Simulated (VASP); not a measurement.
# HfN (Fm-3m) in VASP: relaxation of cell and atoms with PBE

Aim: the relaxation of cell and atoms of HfN with PBE.

All numbers are computed with VASP 6.6.1; they aren't measurements. Logs are shortened: lines on timing, memory, paths and dates and some standing lists are left out, and cuts for length are marked.

## (1) The cell of the first run

Symmetry: Fm-3m, No. 225, cubic system. The conventional cell has a = 4.548 Å, b = 4.548 Å, c = 4.548 Å, α = 90.00°, β = 90.00°, γ = 90.00°. Hf (site symmetry m-3m) has 6 N at 2.27 Å within 3.0 Å. Within 3.0 Å of N (site symmetry m-3m) lie 6 Hf at 2.27 Å.

## (2) Relaxation of cell and atoms, PBE

INCAR

```
SYSTEM = HfN
PREC     = Accurate       ! precision mode
ENCUT    = 600            ! plane-wave cutoff, eV
EDIFF    = 1E-6           ! SCF threshold, eV
ISMEAR   = -1             ! smearing method
SIGMA    = 0.15           ! smearing width, eV
LREAL    = .False.        ! projectors in reciprocal space
LASPH    = .True.         ! aspherical terms in the spheres
NELM     = 60             ! most SCF steps
ALGO     = Normal         ! electronic algorithm
ISIF     = 3              ! what is computed and relaxed
LWAVE    = .False.        ! write WAVECAR
LCHARG   = .False.        ! write CHGCAR
GGA      = PE             ! functional
IBRION   = 2              ! ionic algorithm
NSW      = 80             ! ionic steps
EDIFFG   = -0.001         ! ionic threshold
```

KPOINTS

```
Automatic mesh
0
Gamma
  16 16 16
  0 0 0
```

POSCAR

```
HfN
1.0
    0.0000000000      2.2739645516      2.2739645516
    2.2739645516      0.0000000000      2.2739645516
    2.2739645516      2.2739645516      0.0000000000
Hf N
1 1
Direct
    0.0000000000      0.0000000000      0.0000000000
    0.5000000000      0.5000000000      0.5000000000
```

Potentials or basis: VASP PAW PBE potentials, release 64 (Hf_pv, N).

The run is started by

```console
$ cat potpaw_PBE.64/Hf_pv/POTCAR potpaw_PBE.64/N/POTCAR > POTCAR
$ mpirun -np 1 vasp_std > vasp.out
```

OUTCAR:

```text
SYSTEM = HfN
   PREC = Accurate
   ENCUT = 600
   EDIFF = 1E-6
   ISMEAR = -1
   LREAL = .False.
   LASPH = .True.
   NELM = 60
   ISIF = 3
   GGA = PE
   IBRION = 2
   NSW = 80
   EDIFFG = -0.001

 ion  position               nearest neighbor table
   1  0.000  0.000  0.000-   2 2.27   2 2.27   2 2.27   2 2.27   2 2.27   2 2.27
   2  0.500  0.500  0.500-   1 2.27   1 2.27   1 2.27   1 2.27   1 2.27   1 2.27

  LATTYP: Found a face centered cubic cell.
 ALAT       =     4.5479291032

  Lattice vectors:

 A1 = (   0.0000000000,   2.2739645516,   2.2739645516)
 A2 = (   2.2739645516,   0.0000000000,   2.2739645516)
 A3 = (   2.2739645516,   2.2739645516,   0.0000000000)

Analysis of symmetry for initial positions (statically):
=====================================================================
 Subroutine PRICEL returns:
 Original cell was already a primitive cell.

 Routine SETGRP: Setting up the symmetry group for a
 face centered cubic supercell.

 Subroutine GETGRP returns: Found 48 space group operations
 (whereof 48 operations were pure point group operations)
 out of a pool of 48 trial point group operations.

The static configuration has the point symmetry O_h .

Analysis of symmetry for dynamics (positions and initial velocities):
=====================================================================
 Subroutine PRICEL returns:
 Original cell was already a primitive cell.

 Routine SETGRP: Setting up the symmetry group for a
 face centered cubic supercell.

 Subroutine GETGRP returns: Found 48 space group operations
 (whereof 48 operations were pure point group operations)
 out of a pool of 48 trial point group operations.

The dynamic configuration has the point symmetry O_h .

 Subroutine INISYM returns: Found 48 space group operations
 (whereof 48 operations are pure point group operations),
 and found     1 'primitive' translations

----------------------------------------------------------------------------------------

                                     Primitive cell

  volume of cell :      23.5170

  direct lattice vectors                    reciprocal lattice vectors
     0.000000000  2.273964552  2.273964552    -0.219880297  0.219880297  0.219880297
     2.273964552  0.000000000  2.273964552     0.219880297 -0.219880297  0.219880297
     2.273964552  2.273964552  0.000000000     0.219880297  0.219880297 -0.219880297

  length of vectors
     3.215871509  3.215871509  3.215871509     0.380843845  0.380843845  0.380843845

  position of ions in fractional coordinates (direct lattice)
     0.000000000  0.000000000  0.000000000
     0.500000000  0.500000000  0.500000000

  ion indices of the primitive-cell ions
   primitive index   ion index
                 1           1
                 2           2

----------------------------------------------------------------------------------------

 KPOINTS: Automatic mesh

Automatic generation of k-mesh.
 Grid dimensions read from file:
 generate k-points for:   16   16   16

 Generating k-lattice:

  Cartesian coordinates                     Fractional coordinates (reciprocal lattice)
    -0.013742519  0.013742519  0.013742519     0.062500000  0.000000000  0.000000000
     0.013742519 -0.013742519  0.013742519     0.000000000  0.062500000  0.000000000
     0.013742519  0.013742519 -0.013742519     0.000000000  0.000000000  0.062500000

  Length of vectors
     0.023802740  0.023802740  0.023802740

  Shift w.r.t. Gamma in fractional coordinates (k-lattice)
     0.000000000  0.000000000  0.000000000

 Subroutine IBZKPT returns following result:
 ===========================================

 Found    145 irreducible k-points:

 Following reciprocal coordinates:
            Coordinates               Weight
  0.000000  0.000000  0.000000      1.000000
  0.062500  0.000000  0.000000      8.000000
  0.125000  0.000000  0.000000      8.000000
  0.187500  0.000000  0.000000      8.000000
  0.250000  0.000000  0.000000      8.000000
  0.312500  0.000000  0.000000      8.000000
[... 16 lines left out ...]
 -0.125000  0.062500  0.000000     24.000000
 -0.062500  0.062500  0.000000     12.000000
 [... further k-points ...]
   k-points           NKPTS =    145   k-points in BZ     NKDIM =    145   number of bands    NBANDS=     11
   number of dos      NEDOS =    301   number of ions     NIONS =      2
   total plane-waves  NPLWV =  21952
   dimension x,y,z NGX =    28 NGY =   28 NGZ =   28
   dimension x,y,z NGXF=    56 NGYF=   56 NGZF=   56
   ions per type =               1   1
   NGX,Y,Z   is equivalent  to a cutoff of  14.47, 14.47, 14.47 a.u.
   NGXF,Y,Z  is equivalent  to a cutoff of  28.95, 28.95, 28.95 a.u.
 SYSTEM =  HfN
   PREC   = accura    normal or accurate (medium, high low for compatibility)
   ISTART =      0    job   : 0-new  1-cont  2-samecut
   ICHARG =      2    charge: 1-file 2-atom 10-const
   ISPIN  =      1    spin polarized calculation?
   LNONCOLLINEAR =      F non collinear calculations
   LSORBIT =      F    spin-orbit coupling
   LASPH  =      T    aspherical Exc in radial PAW
   ENCUT  =  600.0 eV  44.10 Ry    6.64 a.u.   6.42  6.42  6.42*2*pi/ulx,y,z
   NELM   =     60;   NELMIN=  2; NELMDL= -5     # of ELM steps
   EDIFF  = 0.1E-05   stopping-criterion for ELM
   LREAL  =      F    real-space projection
   EDIFFG = -.1E-02   stopping-criterion for IOM
   NSW    =     80    number of steps for IOM
   IBRION =      2    ionic relax: 0-MD 1-quasi-New 2-CG
   NFREE  =      1    steps in history (QN), initial steepest desc. (CG)
   ISIF   =      3    stress and relaxation
   ISYM   =      2    0-nonsym 1-usesym 2-fastsym
   POTIM  = 0.5000    time-step for ionic-motion
   TEBEG  =    0.0;   TEEND  =   0.0 temperature during run
   PSTRESS=    0.0 pullay stress
   NELECT =      15.0000    total number of electrons
   NUPDOWN=      -1.0000    fix difference up-down
   EMIN   =  10.00;   EMAX   =-10.00  energy-range for DOS
   EFERMI =   0.00;   METHOD = LEGACY
   ISMEAR =    -1;   SIGMA  =   0.15  broadening in eV -4-tet -1-fermi 0-gaus
   EFERMI_NEDOS =   21; number of points for ismear=-14 and -15
   IALGO  =     38    algorithm
   IMIX   =      4    mixing-type and parameters
     AMIX     =   0.40;   BMIX     =  1.00
     AMIX_MAG =   1.60;   BMIX_MAG =  1.00
  volume/ion in A,a.u.               =      11.76        79.35
  Fermi-wavevector in a.u.,A,eV,Ry     =   1.409218  2.663036 27.019753  1.985896
  Thomas-Fermi vector in A             =   2.531296
   LORBIT       =      0    0 simple, 1 ext, 2 COOP (PROOUT), +10 PAW based schemes
   GGA     = PE    functional components
   LHFCALC =     F    Hartree Fock is set to
   AEXX    =    0.0000 exact exchange contribution
   IVDW    =     0    specifies the selected vdW correction
   LEPSILON=     F    determine dielectric tensor
   LRPA    =     F    only Hartree local field effects (RPA)
 conjugate gradient relaxation of ions
 non-spin polarized calculation
  energy-cutoff  :      600.00
  volume of cell :       23.52
 maximum number of plane-waves:       817
 NGX is ok and might be reduce to    28
   NGX = 13   NGY = 13   NGZ = 13

--------------------------------------- Ionic step        1  -------------------------------------------

 number of electron      15.0000000 magnetization

 Free energy of the ion-electron system (eV)
  ---------------------------------------------------
  ext. energy  EPLUGINS =         0.00000000
  ---------------------------------------------------
  free energy    TOTEN  =       -21.78116554 eV

  energy without entropy =      -21.73664240  energy(sigma->0) =      -21.75890397

------------------------ aborting loop because EDIFF is reached ----------------------------------------

  FORCE on cell =-STRESS in cart. coord.  units (eV):
  Direction    XX          YY          ZZ          XY          YZ          ZX
  --------------------------------------------------------------------------------------
  -------------------------------------------------------------------------------------
  Total       -0.3381878     -0.3381878     -0.3381878      0.0000000     -0.0000000     -0.0000000
  in kB      -23.0402618    -23.0402618    -23.0402618      0.0000000     -0.0000000     -0.0000000
  external PRESSURE =     -23.0402618 kB  Pullay stress =       0.0000000 kB
[... 57 lines left out ...]
  energy  without entropy=      -21.7344621645  energy(sigma->0) =      -21.75606449

--------------------------------------- Ionic step        3  -------------------------------------------

 number of electron      15.0000001 magnetization

 Free energy of the ion-electron system (eV)
  ---------------------------------------------------
  ext. energy  EPLUGINS =         0.00000000
  ---------------------------------------------------
  free energy    TOTEN  =       -21.78264980 eV

  energy without entropy =      -21.73860015  energy(sigma->0) =      -21.76062498

 E-fermi :   8.2899     XC(G=0): -12.6740

 val. band max:        8.2871257564   @ k =  -0.1250   0.0625   0.0000
 cond. band min:       8.2913564871   @ k =   0.3750   0.1250   0.0000
 fundamental gap:      0.0042307308
 Fermi energy:         8.2898948754

 k-point     1 :       0.0000    0.0000    0.0000
  band No.  band energies     occupation
      1     -22.9081      2.00000
      2     -22.9081      2.00000
      3     -22.9081      2.00000
      4      -9.1595      2.00000
      5       5.2706      2.00000
      6       5.2706      2.00000
      7       5.2706      2.00000
      8       7.9465      1.81598
      9       7.9465      1.81598
     10       7.9465      1.81598
     11       9.9770      0.00003
[... 309 lines left out ...]
 k-point    24 :      -0.0625    0.0625    0.0000
  band No.  band energies     occupation
      1     -22.9998      2.00000
      2     -22.9312      2.00000
      3     -22.9100      2.00000
      4      -8.9299      2.00000
      5       4.2595      2.00000
      6       4.6193      2.00000
      7       4.9266      2.00000
      8       8.1061      1.54591
      9       8.1185      1.51626
     10       8.5489      0.30197
     11      10.2787      0.00000

 [... further k-points ...]

------------------------ aborting loop because EDIFF is reached ----------------------------------------

  FORCE on cell =-STRESS in cart. coord.  units (eV):
  Direction    XX          YY          ZZ          XY          YZ          ZX
  --------------------------------------------------------------------------------------
  -------------------------------------------------------------------------------------
  Total       -0.0001251     -0.0001251     -0.0001251      0.0000000      0.0000000      0.0000000
  in kB       -0.0085995     -0.0085995     -0.0085995      0.0000000      0.0000000      0.0000000
  external PRESSURE =      -0.0085995 kB  Pullay stress =       0.0000000 kB
[... 17 lines left out ...]
  FREE ENERGIE OF THE ION-ELECTRON SYSTEM (eV)
  ---------------------------------------------------
  free  energy   TOTEN  =       -21.7826498030 eV

  energy  without entropy=      -21.7386001520  energy(sigma->0) =      -21.76062498

 reached required accuracy - stopping structural energy minimisation
```

Run time: 84 s. Hardware: 1 thread of Intel Xeon Platinum 8259CL at 2.50GHz (Skylake/Cascade Lake), shared host; peak memory 0.21 GiB.

What came out:

| Item | Value |
| --- | --- |
| Free energy | -21.7826 eV |
| Relaxed volume | 11.66 Å³/atom |
| Relaxed cell | a = 3.207 Å, b = 3.207 Å, c = 3.207 Å, α = 60.00°, β = 60.00°, γ = 60.00° |
| Space group after relaxing (to 0.1 Å) | Fm-3m (No. 225) |
| Energy gained by relaxing | 0.7 meV/atom |
| Ionic steps | 3 |
| Pressure after relaxing | 0.0 GPa |
| Band gap on the k mesh | zero (an odd number of electrons rules out a gap without spin polarisation) |

The path:
```tsv
step	energy change (eV)	largest force (eV/Å)	pressure (GPa)	volume (Å³)
1	0.0000	0.0000	-2.30	23.52
2	0.0035	0.0000	4.43	22.95
3	-0.0015	0.0000	0.00	23.31
```

Final structure:
```xyz
2
Lattice="0.0000 2.2674 2.2674 2.2674 0.0000 2.2674 2.2674 2.2674 0.0000" Properties=species:S:1:pos:R:3 pbc="T T T"
Hf    0.0000    0.0000    0.0000
N     2.2674    2.2674    2.2674
```

Levels at points of the mesh, in eV from the Fermi level:
```
           k point  band 4  band 5  band 6  band 7  band 8  band 9  band 10  band 11
(0.00, 0.00, 0.00)  -17.45   -3.02   -3.02   -3.02   -0.34   -0.34    -0.34     1.69
(0.50, 0.00, 0.00)  -14.79   -8.83   -6.13   -6.13    3.22    3.65     3.65     4.37
(0.50, 0.50, 0.00)  -16.36   -5.42   -3.76   -3.69   -3.69    4.04     5.44     5.46
```

Caveat: spin-orbit coupling is left out, which moves the levels of the heavy elements.
